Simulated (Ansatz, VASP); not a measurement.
## Two plane-wave programs on CdF2

```
Cd F
1.0
     0.00000    2.69400    2.69400
     3.09810    0.00000    2.69400
     3.09810    2.69400    0.00000
Cd F
1 2
Cartesian
  0.0000 0.0000 0.0000
  1.5491 1.3470 1.3470
  4.6471 4.0410 4.0410
```

Change from the starting cell: strain +0.1500 x Voigt [1, 0, 0, 0, 0, 0], atoms carried along.

Alike in both runs: task single point; functional PBE; k mesh 8 × 8 × 8; occupations gaussian, width 0.05 eV; no spin polarisation.

|  | VASP | Ansatz |
| --- | --- | --- |
| version | VASP 6.6.1 | Ansatz 0.2.0 |
| potentials or method | VASP PAW PBE potentials, release 64 (Cd, F), cutoff 520 eV | scalar-relativistic, plane waves, PAW |
| valence electrons in the cell | 26 | 34 |

|  | VASP | Ansatz | Ansatz less VASP |
| --- | --- | --- | --- |
| gap on the k mesh at the Fermi level (eV) | 2.16 | 2.19 | +0.026 |
| least direct gap on the mesh (eV) | 2.67 | 2.70 | +0.030 |
| pressure (GPa) | -6.5 | -6.8 | -0.24 |
| traceless stress, the component that is largest in VASP (GPa) | -9.36 | -9.45 | -0.092 |

VASP's potentials hold 26 valence electrons a cell and Ansatz's 34, so a difference there can come from the potentials and not from the codes.
